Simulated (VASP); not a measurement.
SrCa:

```
Sr Ca
1.0
     4.12834    0.00000    0.00000
    -2.06417    3.57525    0.00000
     0.00000    0.00000    6.78875
Sr Ca
1 1
Direct
  0.66667 0.33333 0.50000
  0.00000 0.00000 0.00000
```

- Program: VASP 6.6.1
- Task: relaxation of cell and atoms
- Functional: LDA
- Potentials or basis: VASP PAW LDA potentials, release 64 (Sr_sv, Ca_sv)
- Cutoff: 600 eV
- k mesh: 10 × 10 × 6
- Occupations: fermi-dirac, width 0.05 eV
- Spin: no spin polarisation

At the start: pressure -1.8 GPa; volume 50.10 Å³/atom.

Task: How do energy, volume and symmetry change on relaxing?

Result: Over 36 steps the energy falls by 42.4 meV/atom and the volume is 43.23 Å³/atom (-13.7 %); space group P-6m2 (No. 187, to 0.05 Å).

The path:
```csv
step,energy change (eV),largest force (eV/Å),pressure (GPa),volume (Å³)
1,0.0000,0.0000,-1.80,100.20
2,-0.0680,0.0000,-0.89,92.24
3,-0.0845,0.0000,-0.10,87.06
4,-0.0847,0.0000,0.00,86.44
5,-0.0847,0.0000,-0.04,86.71
6,-0.0847,0.0000,-0.04,86.70
7,-0.0847,0.0000,-0.04,86.69
8,-0.0847,0.0000,-0.02,86.55
9,-0.0847,0.0000,0.00,86.41
10,-0.0847,0.0000,0.02,86.44
11,-0.0847,0.0000,0.00,86.49
12,-0.0847,0.0000,-0.01,86.48
13,-0.0847,0.0000,-0.01,86.46
14,-0.0847,0.0000,0.00,86.45
15,-0.0847,0.0000,-0.01,86.44
16,-0.0847,0.0000,0.00,86.43
17,-0.0847,0.0000,0.01,86.38
18,-0.0847,0.0000,0.02,86.41
19,-0.0847,0.0000,0.02,86.42
20,-0.0847,0.0000,0.02,86.42
21,-0.0847,0.0000,0.02,86.43
22,-0.0847,0.0000,0.01,86.43
23,-0.0847,0.0000,0.01,86.44
24,-0.0847,0.0000,0.01,86.48
25,-0.0847,0.0000,-0.01,86.55
26,-0.0847,0.0000,-0.01,86.50
27,-0.0847,0.0000,-0.01,86.48
28,-0.0847,0.0000,-0.01,86.48
29,-0.0847,0.0000,-0.01,86.48
30,-0.0847,0.0000,-0.01,86.46
31,-0.0847,0.0000,0.01,86.40
32,-0.0847,0.0000,0.02,86.42
33,-0.0847,0.0000,0.01,86.45
34,-0.0847,0.0000,0.02,86.45
35,-0.0847,0.0000,0.01,86.46
36,-0.0847,0.0000,0.01,86.46
```

Final structure:
```
CELL_PARAMETERS angstrom
3.92507 0.00000 0.00000
-1.96254 3.39921 0.00000
0.00000 0.00000 6.47992
ATOMIC_POSITIONS crystal
Sr 0.66667 0.33333 0.50000
Ca 0.00000 0.00000 0.00000
```
